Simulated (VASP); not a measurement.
A run of VASP 6.6.1:

INCAR

```
ALGO = Fast ; EDIFF = 1E-6
ENCUT = 520 ; GGA = PS
ISIF = 2 ; ISMEAR = 0
LASPH = True ; LCHARG = True
LELF = True ; LREAL = False
LVHAR = True ; LWAVE = False
NBANDS = 25 ; NELM = 80
PREC = Accurate ; SIGMA = 0.15
```

The input KPOINTS:

```
k-points
0
Gamma
  12 12 14
```

Contents of POSCAR:

```
Ti
1.0
    4.3795000000      0.0000000000      0.0000000000
   -2.1897500000      3.7927582559      0.0000000000
    0.0000000000      0.0000000000      2.9326000000
Ti
3
Direct
    0.0000000000      0.0000000000      0.0000000000
    0.3333333333      0.6666666667      0.5000000000
    0.6666666667      0.3333333333      0.5000000000
```

Potentials or basis: VASP PAW PBE potentials, release 64 (Ti_sv).

Run with:

```console
$ cat potpaw_PBE.64/Ti_sv/POTCAR > POTCAR
$ mpirun -np 1 vasp_std > vasp.out
```

Hardware: 1 thread of Intel(R) Xeon(R) 6975P-C (Granite Rapids), on a shared host.

**Question.** How long does it take, and how much memory?

**Answer.** Wall time 4.6 min on 1 thread of Intel(R) Xeon(R) 6975P-C (Granite Rapids), with other jobs on the host, peak memory 0.27 GiB. Counts: scf iterations 49, k points 152.
